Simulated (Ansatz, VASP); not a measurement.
**Two plane-wave programs on MgO**

Contents of INCAR:

```
PREC = Accurate ; ENCUT = 520
EDIFF = 1E-7 ; ISMEAR = 0
SIGMA = 0.05 ; LREAL = False
LASPH = True ; NELM = 100
ALGO = Normal ; ISIF = 2
LWAVE = False ; LCHARG = False
GGA = PE ; NBANDS = 16
```

KPOINTS

```
regular mesh
0
Gamma
  9 9 6
```

The input POSCAR:

```
MgO
1.0
    3.4157000000      0.0000000000      0.0000000000
   -1.7078500000      2.9580829717      0.0000000000
    0.0000000000      0.0000000000      4.3242000000
Mg O
2 2
Direct
    0.6666666667      0.3333333333      0.7500000000
    0.3333333333      0.6666666667      0.2500000000
    0.6666666667      0.3333333333      0.2500000000
    0.3333333333      0.6666666667      0.7500000000
```

Input for Ansatz:

```yaml
crystal:
  lattice:
    - [3.4157, 0.0, 0.0]
    - [-1.70785, 2.9580829717, 0.0]
    - [0.0, 0.0, 4.3242]
  atoms:
    - { symbol: Mg, position: [0.6666666667, 0.3333333333, 0.75] }
    - { symbol: Mg, position: [0.3333333333, 0.6666666667, 0.25] }
    - { symbol: O, position: [0.6666666667, 0.3333333333, 0.25] }
    - { symbol: O, position: [0.3333333333, 0.6666666667, 0.75] }
basis:
  ecutwfc: 520.0
kpoints:
  mp_grid: { grid: [9, 9, 6] }
hamiltonian:
  xc: pbe
  pseudopotentials: { kind: paw, azcp: { folder: soft_1 } }
scf:
  occupations: { method: gaussian, width: 0.05 }
output:
  forces: true
  stress: true
  eigenvalues: true
```

Alike in both runs: task single point; functional PBE; k mesh 9 × 9 × 6; occupations gaussian, width 0.05 eV; no spin polarisation.

|  | VASP | Ansatz |
| --- | --- | --- |
| version | VASP 6.6.1 | Ansatz 0.2.0 |
| potentials or method | VASP PAW PBE potentials, release 64 (Mg, O), cutoff 520 eV | scalar-relativistic, plane waves, PAW |
| valence electrons in the cell | 16 | 32 |

Ansatz gave:

```
gap on the k mesh at the Fermi level (eV)                     : 3.43
least direct gap on the mesh (eV)                             : 3.43
pressure (GPa)                                                : 6.0
traceless stress, the component that is largest in VASP (GPa) : -5.76
```

Problem. Estimate VASP's values.

Solution. gap on the k mesh at the Fermi level (eV): 3.41; least direct gap on the mesh (eV): 3.41; pressure (GPa): 5.5; traceless stress, the component that is largest in VASP (GPa): -5.93.

VASP's potentials hold 16 valence electrons a cell and Ansatz's 32, so a difference there can come from the potentials and not from the codes.
